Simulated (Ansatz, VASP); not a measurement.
**One calculation of CdS, two programs**

File POSCAR:

```
CdS
1.0
    4.1645692036      0.0000000000      0.0000000000
   -2.0822846018      3.6066227262      0.0000000000
    0.0000000000      0.0000000000      6.7679914703
Cd S
2 2
Direct
    0.3333333333      0.6666666667     -0.0091765196
    0.6666666667      0.3333333333      0.4908234804
    0.3333333333      0.6666666667      0.3861765196
    0.6666666667      0.3333333333      0.8861765196
```

File INCAR.step1:

```
SYSTEM = CdS
PREC = Accurate
ENCUT = 520
ISMEAR = 0
SIGMA = 0.01
LREAL = .FALSE.
LASPH = .TRUE.
NELM = 80
NBANDS = 26
GGA = PE
ALGO = Normal
EDIFF = 1E-4
LWAVE = .TRUE.
LCHARG = .FALSE.
```

Contents of INCAR.step2:

```
SYSTEM = CdS
PREC = Accurate
ENCUT = 520
EDIFF = 1E-6
ISMEAR = 0
SIGMA = 0.01
LREAL = .FALSE.
LASPH = .TRUE.
NELM = 80
ALGO = Normal
ISIF = 2
LWAVE = .FALSE.
LCHARG = .FALSE.
METAGGA = R2SCAN
LMIXTAU = .TRUE.
NBANDS = 26
ISTART = 1
```

File KPOINTS:

```
regular mesh
0
G
  12 12 6
  0 0 0
```

Input for Ansatz:

```yaml
crystal:
  lattice:
    - [4.1645692036, 0.0, 0.0]
    - [-2.0822846018, 3.6066227262, 0.0]
    - [0.0, 0.0, 6.7679914703]
  atoms:
    - { symbol: Cd, position: [0.3333333333, 0.6666666667, -0.0091765196] }
    - { symbol: Cd, position: [0.6666666667, 0.3333333333, 0.4908234804] }
    - { symbol: S, position: [0.3333333333, 0.6666666667, 0.3861765196] }
    - { symbol: S, position: [0.6666666667, 0.3333333333, 0.8861765196] }
basis:
  ecutwfc: 600.0
  xc_grid: 2
kpoints:
  mp_grid: { grid: [12, 12, 6] }
hamiltonian:
  xc: r2scan
  pseudopotentials: { kind: paw, azcp: { folder: soft_1 } }
scf:
  occupations: { method: fixed }
output:
  forces: true
  stress: true
  eigenvalues: true
  polarization: {}
```

Change from the starting cell: polar distortion scaled by 0.85.

Alike in both runs: task single point; functional r2SCAN; k mesh 12 × 12 × 6; no spin polarisation.

|  | VASP | Ansatz |
| --- | --- | --- |
| version | VASP 6.6.1 | Ansatz 0.2.0 |
| potentials or method | VASP PAW PBE potentials, release 64 (Cd, S), cutoff 520 eV | scalar-relativistic, plane waves, PAW |
| occupations | gaussian, width 0.01 eV | fixed |
| valence electrons in the cell | 36 | 52 |

```tsv
	VASP	Ansatz	Ansatz less VASP
gap on the k mesh at the Fermi level (eV)	1.67	1.67	0.000
least direct gap on the mesh (eV)	1.67	1.67	0.000
pressure (GPa)	0.6	0.3	-0.29
traceless stress, the component that is largest in VASP (GPa)	-2.41	-2.33	+0.078
rms of the force components (eV/Å)	0.251	0.245	-0.0061
```

VASP's potentials were made for PBE, not for r2SCAN. Atom by atom the forces differ by 0.006 eV/Å (rms over components). VASP's potentials hold 36 valence electrons a cell and Ansatz's 52, so a difference there can come from the potentials and not from the codes.
